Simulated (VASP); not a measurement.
Input of a VASP 6.6.1 run:

INCAR

```
SYSTEM = TiO2
ALGO = Normal ; EDIFF = 1E-6
ENCUT = 520 ; GGA = PE
ISIF = 2 ; ISMEAR = 0
ISPIN = 2 ; LASPH = .True.
LCHARG = .False. ; LMAXMIX = 4
LORBIT = 11 ; LREAL = .False.
LWAVE = .False. ; MAGMOM = 1 1 0 0 0 0
NBANDS = 37 ; NELM = 150
PREC = Accurate ; SIGMA = 0.1
```

KPOINTS

```
k-points
0
Gamma
  6 6 6
  0 0 0
```

File POSCAR:

```
TiO2
1.0
   -1.8912698400      1.8912698400      4.8075107874
    1.8912698400     -1.8912698400      4.8075107874
    1.8912698400      1.8912698400     -4.8075107874
Ti O
2 4
Direct
    0.0000000000      0.0000000000      0.0000000000
    0.7500000000      0.2500000000      0.5000000000
    0.9571521200      0.4571521200      0.5000000000
    0.2071521200      0.2071521200      0.0000000000
    0.5428478800      0.0428478800      0.5000000000
    0.7928478800      0.7928478800      0.0000000000
```

Potentials or basis: VASP PAW PBE potentials, release 64 (Ti_sv, O).

Launch:

```sh
$ cat potpaw_PBE.64/Ti_sv/POTCAR potpaw_PBE.64/O/POTCAR > POTCAR
$ mpirun -np 1 vasp_std > vasp.out
```

Question: Predict the pressure.

Answer: 4.1 GPa.

Question: Estimate the largest force.

Answer: 0.067 eV/Å.

Forces in eV/Å, atoms in the order of the input:
```
Ti   0.000  0.000  0.000
Ti   0.000  0.000  0.000
O    0.000  0.000  0.067
O    0.000  0.000  0.067
O    0.000  0.000 -0.067
O    0.000  0.000 -0.067
```

Caveat: the cell stands under pressure.
